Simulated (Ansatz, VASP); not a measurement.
Two plane-wave programs on KCl

```xyz
2
Lattice="0.0000 3.1317 3.1317 3.1317 0.0000 3.1317 3.1317 3.1317 0.0000" Properties=species:S:1:pos:R:3 pbc="T T T"
K     0.0000    0.0000    0.0000
Cl    3.1317    3.1317    3.1317
```

Alike in both runs: functional PBE; dispersion D3(BJ); k mesh 6 × 6 × 6; occupations gaussian, width 0.02 eV; no spin polarisation.

Ansatz relaxed the structure, and its values are those at the end. VASP's run is a single point on that final structure, the one shown.

```csv
,VASP,Ansatz
version,VASP 6.6.1,Ansatz 0.2.0
potentials or method,"VASP PAW PBE potentials, release 64 (K_sv, Cl), cutoff 520 eV","scalar-relativistic, plane waves, PAW"
valence electrons in the cell,16,16
```

|  | VASP | Ansatz | Ansatz less VASP |
| --- | --- | --- | --- |
| gap on the k mesh at the Fermi level (eV) | 5.24 | 5.24 | +0.002 |
| least direct gap on the mesh (eV) | 5.24 | 5.24 | +0.002 |
| pressure (GPa) | 0.0 | 0.0 | -0.03 |
